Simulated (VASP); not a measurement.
A run of VASP 6.6.1 is set up as follows.

INCAR

```
PREC = Accurate ; ENCUT = 520
EDIFF = 1E-7 ; ISMEAR = -1
SIGMA = 0.02 ; LREAL = Auto
LASPH = T ; NELM = 150
ALGO = Normal ; ISIF = 2
LWAVE = F ; LCHARG = F
ISPIN = 2 ; MAGMOM = 0 0 0 0 0 0 0 0 0 0 0 0 0 0 0 0 1
LORBIT = 11 ; GGA = PE
NBANDS = 53
```

KPOINTS

```
Automatic mesh
0
Gamma
  2 2 2
```

POSCAR

```
Si16O
1.0
    0.0000000000      5.4300000000      5.4300000000
    5.4300000000      0.0000000000      5.4300000000
    5.4300000000      5.4300000000      0.0000000000
Si O
16 1
Direct
   -0.0055728564     -0.0010641774      0.0125558872
    0.1235715323      0.1320645106      0.1237076840
   -0.0024889022      0.0150768436      0.4931020994
    0.1251341419      0.1194891245      0.6370428215
    0.0068366633      0.4971827301      0.0435045775
    0.1172584610      0.6258779539      0.1755896999
   -0.0081142957      0.4931562900      0.5470339733
    0.1646497667      0.6496787699      0.5743969445
    0.4996318048      0.0262474288     -0.0193164226
    0.6205103320      0.1386738840      0.1216269642
    0.4993563434      0.0077812442      0.4961408629
    0.6239797250      0.1482211041      0.6051074504
    0.4920847663      0.5135700435     -0.0028921762
    0.6502427169      0.6526555232      0.0711350178
    0.5359668070      0.5213864413      0.4426414233
    0.6205019955      0.6328996228      0.6214752681
    0.1868550981      0.5743755629      0.8088012248
```

Potentials or basis: VASP PAW PBE potentials, release 64 (Si, O).

Run with:

```sh
$ cat potpaw_PBE.64/Si/POTCAR potpaw_PBE.64/O/POTCAR > POTCAR
$ mpirun -np 1 vasp_std > vasp.out
```

(1) Predict the band gap on the k mesh.

(2) Predict the pressure.

(3) Predict the net moment.

(4) Predict the largest force.

## Answers

(1) 0.49 eV.

(2) 4.3 GPa.

(3) 0.00 μB per cell.

(4) 0.070 eV/Å.

Caveat: the k points lie up to 0.50 Å⁻¹ apart; semilocal functionals underestimate gaps, and a narrow one can read as zero.
